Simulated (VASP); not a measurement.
The system is Si5Ge3.

```
Ge Si
1.0
    11.05011    0.00000    0.00000
     0.00000   11.05011    0.00000
     0.00000    0.00000   11.05011
Ge Si
24 40
Direct
  0.00080 0.00189 0.99901
  0.49860 0.49755 0.49702
  0.12319 0.12572 0.62433
  0.12697 0.62368 0.12654
  0.62491 0.62473 0.12637
  0.25005 0.25130 0.00094
  0.24715 0.75097 0.49870
  0.75123 0.25156 0.00198
  0.75071 0.24816 0.50000
  0.37098 0.87436 0.12497
  0.87400 0.37400 0.12287
  0.87583 0.87382 0.12178
  0.87351 0.87447 0.62227
  0.25026 0.50052 0.74923
  0.74923 0.49894 0.74906
  0.37500 0.12703 0.37479
  0.87380 0.12699 0.37560
  0.87451 0.62638 0.37599
  0.99841 0.24905 0.75034
  0.00070 0.75038 0.74918
  0.49976 0.25065 0.24853
  0.50438 0.25270 0.75157
  0.49895 0.74783 0.75094
  0.12496 0.37434 0.37440
  0.00119 0.00062 0.50353
  0.99961 0.49826 0.99877
  0.00254 0.49980 0.50001
  0.50113 0.99713 0.99964
  0.49917 0.00201 0.49808
  0.50160 0.50095 0.00007
  0.12371 0.12513 0.12549
  0.12975 0.62283 0.62588
  0.62307 0.12598 0.12296
  0.62389 0.12340 0.62526
  0.62467 0.62231 0.62730
  0.24751 0.24630 0.50259
  0.25167 0.75092 0.00240
  0.74768 0.75280 0.00283
  0.75284 0.75012 0.49988
  0.37571 0.37489 0.12410
  0.37580 0.37943 0.62387
  0.37220 0.87629 0.62279
  0.87431 0.37436 0.62435
  0.24904 0.99876 0.25036
  0.24734 0.99782 0.74974
  0.24955 0.50061 0.24778
  0.74785 0.99818 0.25254
  0.75394 0.00009 0.75021
  0.74734 0.50043 0.24655
  0.37339 0.12635 0.87483
  0.37391 0.62149 0.37825
  0.37498 0.62614 0.87772
  0.87478 0.12786 0.87608
  0.87628 0.62314 0.87530
  0.99849 0.25087 0.24996
  0.99553 0.74988 0.25292
  0.49979 0.75138 0.24889
  0.12371 0.37465 0.87591
  0.12728 0.87527 0.37577
  0.12569 0.87676 0.87530
  0.62460 0.37573 0.37810
  0.62320 0.37761 0.87533
  0.62407 0.87162 0.37811
  0.62724 0.87516 0.87414
```

| Item | Value |
| --- | --- |
| Program | VASP 6.6.1 |
| Task | relaxation of volume and atoms at fixed shape |
| Functional | PBEsol |
| Potentials or basis | VASP PAW PBE potentials, release 64 (Ge_d, Si) |
| Cutoff | 550 eV |
| k mesh | 1 × 1 × 1, shifted |
| Occupations | fermi-dirac, width 0.05 eV |
| Spin | no spin polarisation |

At the start: pressure -0.4 GPa; volume 21.08 Å³/atom.

Question: Where does the relaxation end?

Answer: Over 12 steps the energy falls by 15.5 meV/atom and the volume is 20.94 Å³/atom (-0.7 %); space group P1 (No. 1, to 0.1 Å) before and after.

The path:
| step | energy change (eV) | largest force (eV/Å) | pressure (GPa) | volume (Å³) |
| --- | --- | --- | --- | --- |
| 1 | 0.0000 | 1.2300 | -0.41 | 1349.27 |
| 2 | -0.8960 | 0.3368 | 0.10 | 1338.77 |
| 3 | -0.9029 | 0.3381 | 0.17 | 1337.75 |
| 4 | -0.9633 | 0.1326 | -0.07 | 1341.51 |
| 5 | -0.9685 | 0.1248 | -0.16 | 1342.97 |
| 6 | -0.9829 | 0.0746 | 0.07 | 1339.44 |
| 7 | -0.9849 | 0.0672 | 0.19 | 1337.47 |
| 8 | -0.9913 | 0.0491 | -0.05 | 1341.17 |
| 9 | -0.9913 | 0.0492 | -0.05 | 1341.19 |
| 10 | -0.9935 | 0.0314 | -0.01 | 1340.61 |
| 11 | -0.9939 | 0.0356 | 0.01 | 1340.25 |
| 12 | -0.9951 | 0.0186 | 0.01 | 1340.34 |

Final structure:
```
Ge Si
1.0
    11.02566    0.00000    0.00000
     0.00000   11.02566    0.00000
     0.00000    0.00000   11.02566
Ge Si
24 40
Direct
  0.00163 0.00154 0.99855
  0.49955 0.50037 0.49881
  0.12632 0.12267 0.62490
  0.12510 0.62579 0.12511
  0.62396 0.62547 0.12546
  0.25021 0.24989 0.00112
  0.24949 0.75044 0.49917
  0.74688 0.24745 0.99913
  0.74921 0.25051 0.50169
  0.37450 0.87574 0.12517
  0.87654 0.37585 0.12612
  0.87266 0.87330 0.12594
  0.87281 0.87569 0.62357
  0.25023 0.49991 0.75039
  0.74963 0.50143 0.75026
  0.37392 0.12323 0.37670
  0.87516 0.12242 0.37207
  0.87439 0.62545 0.37663
  0.99835 0.25174 0.75135
  0.00180 0.74917 0.75189
  0.50108 0.25126 0.24815
  0.49929 0.24871 0.75029
  0.50038 0.75145 0.75098
  0.12650 0.37502 0.37564
  0.00065 0.99807 0.49768
  0.99933 0.50080 0.99852
  0.00028 0.50011 0.50201
  0.50090 0.99983 0.99865
  0.50091 0.99840 0.50193
  0.49761 0.50008 0.99866
  0.12534 0.12584 0.12788
  0.12415 0.62326 0.62397
  0.62312 0.12106 0.12461
  0.62426 0.12220 0.62592
  0.62484 0.62693 0.62422
  0.25159 0.25054 0.50224
  0.25038 0.74983 0.99822
  0.74909 0.74959 0.99763
  0.74594 0.75004 0.49954
  0.37587 0.37840 0.12417
  0.37423 0.37355 0.62419
  0.37563 0.87697 0.62545
  0.87600 0.37727 0.62450
  0.24637 0.99987 0.25007
  0.25284 0.99816 0.75119
  0.25280 0.50063 0.24924
  0.74457 0.99749 0.24993
  0.74835 0.00078 0.75077
  0.74938 0.49932 0.25114
  0.37517 0.12204 0.87560
  0.37469 0.62563 0.37223
  0.37520 0.62601 0.87721
  0.87247 0.12395 0.87278
  0.87518 0.62577 0.87798
  0.00169 0.24883 0.24921
  0.00033 0.75112 0.25193
  0.49920 0.75115 0.25262
  0.12384 0.37669 0.87704
  0.12341 0.87587 0.37345
  0.12969 0.87531 0.87501
  0.62649 0.37607 0.37409
  0.62235 0.37665 0.87621
  0.62296 0.87459 0.37666
  0.62722 0.87720 0.87656
```

Caveat: the PAW data sets were made with another functional, which shifts forces and pressure a little.
